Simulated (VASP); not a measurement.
Write the native input for VASP 6.6.1 that does the following.

* Task: single point
* Functional: PBEsol
* Potentials or basis: VASP PAW PBE potentials, release 64 (Ti_sv)
* Cutoff: 520 eV
* k mesh: 11 × 11 × 11
* Occupations: fermi-dirac, width 0.05 eV
* Spin: no spin polarisation
* Dipole correction: no
* Further INCAR settings: ALGO = Fast; EDIFF = 1e-06; NBANDS = 12

The structure of Ti lies in POSCAR:

```
Ti
1.0
   -1.6576603256      1.6576603256      1.6081800000
    1.6576603256     -1.6576603256      1.6081800000
    1.6576603256      1.6576603256     -1.6081800000
Ti
1
Direct
    0.0000000000      0.0000000000      0.0000000000
```

One way to write it, as run:

INCAR

```
SYSTEM = Ti
PREC = Accurate
ENCUT = 520
EDIFF = 1E-6
ISMEAR = -1
SIGMA = 0.05
LREAL = .FALSE.
LASPH = .TRUE.
NELM = 100
ALGO = Fast
ISIF = 2
LWAVE = .FALSE.
LCHARG = .FALSE.
GGA = PS
NBANDS = 12
```

KPOINTS

```
regular mesh
0
G
  11 11 11
  0 0 0
```

Potentials or basis: VASP PAW PBE potentials, release 64 (Ti_sv).

Command:

```sh
$ cat potpaw_PBE.64/Ti_sv/POTCAR > POTCAR
$ mpirun -np 1 vasp_std > vasp.out
```

It gave:

The pressure is -7.0 GPa and the band gap on the k mesh is zero (band 6 reaches 8.74 eV, above the bottom of band 7 at 7.21 eV).

Caveat: the PAW data sets were made with another functional, which shifts forces and pressure a little.

Wall time 52 s on 1 thread of Intel Xeon 8259CL (shared host), peak memory 0.15 GiB.
